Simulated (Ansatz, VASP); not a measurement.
**One calculation of Ag, two programs**

```
Ag
1.0
     2.88620    0.00000    0.00000
    -1.44310    2.49952    0.00000
     0.00000    0.00000    9.80000
Ag
4
Cartesian
  0.0000 1.6663 2.4500
  1.4431 0.8332 7.3500
  0.0000 0.0000 0.0000
  0.0000 0.0000 4.9000
```

Change from the starting cell: zz strain of -2 %, crystal datasets.

Alike in both runs: task electric field gradients; functional PBE; k mesh 14 × 14 × 4; occupations fermi-dirac, width 0.08 eV; no spin polarisation.

```csv
,VASP,Ansatz
version,VASP 6.6.1,Ansatz 0.2.0
potentials or method,"VASP PAW PBE potentials, release 64 (Ag), cutoff 520 eV","all-electron PAW with datasets made for the crystal, scalar-relativistic"
```

VASP gave:

```
pressure (GPa)                                                : 1.1
traceless stress, the component that is largest in VASP (GPa) : -2.48
size of Vzz on the site where it differs most (V/Å²)          : 7.2
```

Estimate Ansatz's values.

pressure (GPa): 1.2; traceless stress, the component that is largest in VASP (GPa): -2.49; size of Vzz on the site where it differs most (V/Å²): 3.7.

Ansatz ran all-electron here, and VASP with PAW potentials.
